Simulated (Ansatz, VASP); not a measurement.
# P in VASP and in Ansatz

File INCAR:

```
SYSTEM = P
ALGO = Normal
EDIFF = 1E-6
ENCUT = 520
GGA = PS
ISIF = 2
ISMEAR = 0
LASPH = .TRUE.
LCHARG = .FALSE.
LREAL = .FALSE.
LWAVE = .FALSE.
NBANDS = 8
NELM = 80
PREC = Accurate
SIGMA = 0.15
```

KPOINTS

```
k-points
0
G
  12 12 12
  0 0 0
```

Contents of POSCAR:

```
P
1.0
    4.3797274788      0.0000000000      0.0000000000
    0.0000000000      4.3797274788      0.0000000000
    0.0000000000      0.0000000000      4.5969000000
P
1
Direct
    0.0000000000      0.0000000000      0.0000000000
```

Input for Ansatz:

```yaml
crystal:
  lattice:
    - [4.3797274788, 0.0, 0.0]
    - [0.0, 4.3797274788, 0.0]
    - [0.0, 0.0, 4.5969]
  atoms:
    - { symbol: P, position: [0.0, 0.0, 0.0] }
basis:
  ecutwfc: 420
kpoints:
  mp_grid: { grid: [12, 12, 12] }
hamiltonian:
  xc: pbesol
scf:
  occupations: { method: gaussian, width: 0.15 }
output:
  forces: true
  stress: true
  eigenvalues: true
```

Change from the starting cell: strain +0.025 along x and y, +0.050 along z, atoms carried along.

Alike in both runs: task single point; functional PBEsol; k mesh 12 × 12 × 12; occupations gaussian, width 0.15 eV; no spin polarisation.

```csv
,VASP,Ansatz
version,VASP 6.6.1,Ansatz 0.2.0
potentials or method,"VASP PAW PBE potentials, release 64 (P), cutoff 520 eV","scalar-relativistic, plane waves, PAW"
valence electrons in the cell,5,5
```

```tsv
	VASP	Ansatz	Ansatz less VASP
gap on the k mesh at the Fermi level (eV)	none	none	-
pressure (GPa)	-3.1	-3.1	+0.01
traceless stress, the component that is largest in VASP (GPa)	0.49	0.49	+0.001
```

VASP's potentials were made for PBE, not for PBEsol. A gap of «none» marks a metal or a gap that the smearing closes. The functional is the same, so the differences come from potentials, cutoffs and numerics.
